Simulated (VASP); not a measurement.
Set up this calculation in VASP 6.6.1, as the native input.

- Task: single point
- Functional: PBEsol
- Potentials or basis: VASP PAW PBE potentials, release 64 (Si, C)
- Cutoff: 520 eV
- k mesh: 12 × 12 × 12
- Occupations: gaussian, width 0.05 eV
- Spin: no spin polarisation
- Dipole correction: no
- Further INCAR settings: ALGO = Normal; EDIFF = 1e-06; NBANDS = 11

The structure of SiC lies in POSCAR:

```
SiC
1.0
    0.0000000000      2.2270014837      2.2270014837
    2.2270014837      0.0000000000      2.2270014837
    2.2569917703      2.2569917703     -0.0299902866
Si C
1 1
Direct
    0.0000000000      0.0000000000      0.0000000000
    0.7500000000      0.7500000000      0.7500000000
```

These files were run (other wordings do the same):

INCAR

```
SYSTEM = SiC
PREC     = Accurate       ! precision mode
ENCUT    = 520            ! plane-wave cutoff, eV
EDIFF    = 1E-6           ! SCF threshold, eV
ISMEAR   = 0              ! smearing method
SIGMA    = 0.05           ! smearing width, eV
LREAL    = .False.        ! projectors in reciprocal space
LASPH    = .True.         ! aspherical terms in the spheres
NELM     = 60             ! most SCF steps
ALGO     = Normal         ! electronic algorithm
ISIF     = 2              ! what is computed and relaxed
LWAVE    = .False.        ! write WAVECAR
LCHARG   = .True.         ! write CHGCAR
GGA      = PS             ! functional
LELF     = .True.         ! ELF
LVHAR    = .True.       
NBANDS   = 11             ! bands
```

KPOINTS

```
Automatic mesh
0
Gamma
  12 12 12
  0 0 0
```

Potentials or basis: VASP PAW PBE potentials, release 64 (Si, C).

Command:

```console
$ cat potpaw_PBE.64/Si/POTCAR potpaw_PBE.64/C/POTCAR > POTCAR
$ mpirun -np 1 vasp_std > vasp.out
```

Results of the run:

```json
{"Pressure": "-15.7 GPa", "Largest force": "0.084 eV/Å", "Band gap on the k mesh": "1.27 eV, indirect (least direct gap 4.25 eV)"}
```

Caveat: the PAW data sets were made with another functional, which shifts forces and pressure a little.

Run time: 48 s on 1 thread of Intel Xeon 6975P-C, with other jobs on the host, peak memory 0.17 GiB.
